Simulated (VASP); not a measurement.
Al4Cu:

```xyz
5
Lattice="0.0000 4.1680 4.1680 4.1680 0.0000 4.1680 4.1680 4.1680 0.0000" Properties=species:S:1:pos:R:3 pbc="T T T"
Al    5.6055    5.6055    5.6055
Al    6.8985    6.8985    5.6055
Al    6.8985    5.6055    6.8985
Al    5.6055    6.8985    6.8985
Cu    2.0840    2.0840    2.0840
```

The cell was generated, and may not be a known phase.

- Program: VASP 6.6.1
- Task: relaxation of cell and atoms
- Functional: PBE
- Potentials or basis: VASP PAW PBE potentials, release 64 (Al, Cu)
- Cutoff: 600 eV
- k mesh: 4 × 4 × 4
- Occupations: gaussian, width 0.1 eV
- Spin: no spin polarisation

At the start: pressure 43.2 GPa; volume 28.96 Å³/atom.

**Question.** Where does the relaxation end?

**Answer.** Over 20 steps the energy falls by 4644.5 meV/atom and the volume is 20.34 Å³/atom (-29.8 %); space group F-43m (No. 216, to 0.1 Å) before and after.

Step by step:
| step | energy change (eV) | largest force (eV/Å) | pressure (GPa) | volume (Å³) |
| --- | --- | --- | --- | --- |
| 1 | 0.0000 | 30.7717 | 43.20 | 144.81 |
| 2 | -12.2572 | 6.2819 | 3.91 | 377.92 |
| 3 | -14.4445 | 2.7869 | 1.29 | 346.01 |
| 4 | -15.0504 | 1.8043 | 0.17 | 331.61 |
| 5 | -16.2106 | 0.3071 | -2.58 | 288.31 |
| 6 | -18.4887 | 0.0391 | -6.62 | 208.40 |
| 7 | -19.8475 | 0.6242 | -7.16 | 174.68 |
| 8 | -19.7153 | 2.4988 | -3.96 | 159.28 |
| 9 | -19.9430 | 1.0185 | -6.61 | 169.49 |
| 10 | -19.9482 | 1.2797 | -6.14 | 167.02 |
| 11 | -19.9495 | 1.2261 | -6.20 | 167.49 |
| 12 | -21.1999 | 1.4923 | -6.48 | 143.81 |
| 13 | -22.6735 | 0.0604 | 13.20 | 86.35 |
| 14 | -22.8051 | 1.7921 | -2.79 | 110.95 |
| 15 | -23.0746 | 1.4471 | 1.35 | 100.75 |
| 16 | -23.0876 | 1.2422 | 3.06 | 97.34 |
| 17 | -22.9757 | 1.7852 | 3.40 | 97.31 |
| 18 | -23.1853 | 0.0010 | 2.80 | 97.33 |
| 19 | -23.2212 | 0.0279 | -0.45 | 102.54 |
| 20 | -23.2223 | 0.0244 | 0.23 | 101.72 |

Final structure:
```yaml
crystal:
  lattice:
    - [0.00000, 3.70506, 3.70506]
    - [3.70506, 0.00000, 3.70506]
    - [3.70506, 3.70506, 0.00000]
  atoms:
    - { symbol: Al, position: [0.62566, 0.62566, 0.62566] }
    - { symbol: Al, position: [0.62566, 0.62566, 0.12301] }
    - { symbol: Al, position: [0.62566, 0.12301, 0.62566] }
    - { symbol: Al, position: [0.12301, 0.62566, 0.62566] }
    - { symbol: Cu, position: [0.25000, 0.25000, 0.25000] }
```

Caveat: the volume moved by over 15 % at a fixed basis, so the end points are rough.
